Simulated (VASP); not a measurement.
Input of a VASP 6.6.1 run:

The input INCAR:

```
PREC = Accurate ; ENCUT = 520
EDIFF = 1E-6 ; ISMEAR = 0
SIGMA = 0.02 ; LREAL = F
LASPH = T ; NELM = 60
ALGO = Normal ; ISIF = 2
LWAVE = F ; LCHARG = T
GGA = PE ; LELF = T
LVHAR = T ; NBANDS = 16
```

File KPOINTS:

```
Automatic mesh
0
Gamma
  12 12 6
```

POSCAR

```
MgO
1.0
    3.3142397270      0.0000000000      0.0000000000
   -1.6571198635      2.8702157978      0.0000000000
    0.0000000000      0.0000000000      5.1223408391
Mg O
2 2
Direct
    0.0000000000      0.0000000000     -0.0084244877
    0.3333333333      0.6666666667      0.4915755123
    0.0000000000      0.0000000000      0.3834249877
    0.3333333333      0.6666666667      0.8834249877
```

Potentials or basis: VASP PAW PBE potentials, release 64 (Mg, O).

Launch:

```sh
$ cat potpaw_PBE.64/Mg/POTCAR potpaw_PBE.64/O/POTCAR > POTCAR
$ mpirun -np 1 vasp_std > vasp.out
```

**Question.** Estimate the pressure.

**Answer.** -0.4 GPa.

**Question.** What does it give for the band gap on the k mesh?

**Answer.** 3.40 eV.

A k mesh can miss the band edges.
